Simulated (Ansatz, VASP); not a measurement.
## Two plane-wave programs on ScAl2N3

The input INCAR:

```
SYSTEM = ScAl2N3
  ALGO = Normal
  EDIFF = 1E-6
  ENCUT = 520
  GGA = PS
  ISIF = 2
  ISMEAR = 0
  LASPH = .True.
  LCHARG = .True.
  LELF = .True.
  LREAL = .False.
  LVHAR = .True.
  LWAVE = .False.
  NBANDS = 44
  NELM = 100
  PREC = Accurate
  SIGMA = 0.02
```

KPOINTS

```
k-points
0
Gamma
  8 8 4
  0 0 0
```

POSCAR

```
ScAl2N3
1.0
    5.8126990142     -1.6215823691      0.0929235866
    5.8126990142      1.6215823691      0.0929235866
   -1.8042556577      0.0000000000      7.3673001509
Al Sc N
4 2 6
Direct
    0.9466279285      0.9466279285      0.3897952287
    0.8873364809      0.8873364809      0.7752448185
    0.2234523363      0.2234523363      0.4402602170
    0.5556394674      0.5556394674      0.1197389157
    0.2856359621      0.2856359621      0.0540750427
    0.6080912906      0.6080912906      0.7150053515
    0.1452653869      0.1452653869      0.1869953340
    0.4733505828      0.4733505828      0.8632342491
    0.8171642861      0.8171642861      0.5162554900
    0.7634546681      0.7634546681      0.8945407547
    0.0930294060      0.0930294060      0.5528568023
    0.4363172044      0.4363172044      0.2567987855
```

Input for Ansatz:

```yaml
crystal:
  lattice:
    - [5.8126990142, -1.6215823691, 0.0929235866]
    - [5.8126990142, 1.6215823691, 0.0929235866]
    - [-1.8042556577, 0.0, 7.3673001509]
  atoms:
    - { symbol: Al, position: [0.9466279285, 0.9466279285, 0.3897952287] }
    - { symbol: Al, position: [0.8873364809, 0.8873364809, 0.7752448185] }
    - { symbol: Al, position: [0.2234523363, 0.2234523363, 0.440260217] }
    - { symbol: Al, position: [0.5556394674, 0.5556394674, 0.1197389157] }
    - { symbol: Sc, position: [0.2856359621, 0.2856359621, 0.0540750427] }
    - { symbol: Sc, position: [0.6080912906, 0.6080912906, 0.7150053515] }
    - { symbol: "N", position: [0.1452653869, 0.1452653869, 0.186995334] }
    - { symbol: "N", position: [0.4733505828, 0.4733505828, 0.8632342491] }
    - { symbol: "N", position: [0.8171642861, 0.8171642861, 0.51625549] }
    - { symbol: "N", position: [0.7634546681, 0.7634546681, 0.8945407547] }
    - { symbol: "N", position: [0.093029406, 0.093029406, 0.5528568023] }
    - { symbol: "N", position: [0.4363172044, 0.4363172044, 0.2567987855] }
basis:
  ecutwfc: 420
kpoints:
  mp_grid: { grid: [8, 8, 4] }
  band_path: { path: [VBM, CBM], npoints: 2 }
hamiltonian:
  xc: pbesol
scf:
  occupations: { method: gaussian, width: 0.02 }
output:
  forces: true
  stress: true
  eigenvalues: true
checkpoint:
  read: start.run
  write: ck
  compress: false
  write_wavefunctions: false
  write_every: 100000
```

Alike in both runs: task single point; functional PBEsol; k mesh 8 × 8 × 4; occupations gaussian, width 0.02 eV; no spin polarisation.

|  | VASP | Ansatz |
| --- | --- | --- |
| version | VASP 6.6.1 | Ansatz 0.2.0 |
| potentials or method | VASP PAW PBE potentials, release 64 (Al, Sc_sv, N), cutoff 520 eV | scalar-relativistic, plane waves, PAW |
| valence electrons in the cell | 64 | 64 |

Ansatz gave:

* gap on the k mesh at the Fermi level (eV): 3.52
* least direct gap on the mesh (eV): 3.59
* pressure (GPa): 0.0
* rms of the force components (eV/Å): 0.001

Q: Estimate VASP's values.

A: gap on the k mesh at the Fermi level (eV): 3.53; least direct gap on the mesh (eV): 3.60; pressure (GPa): 0.3; rms of the force components (eV/Å): 0.020.

VASP's potentials were made for PBE, not for PBEsol. Atom by atom the forces differ by 0.020 eV/Å (rms over components).
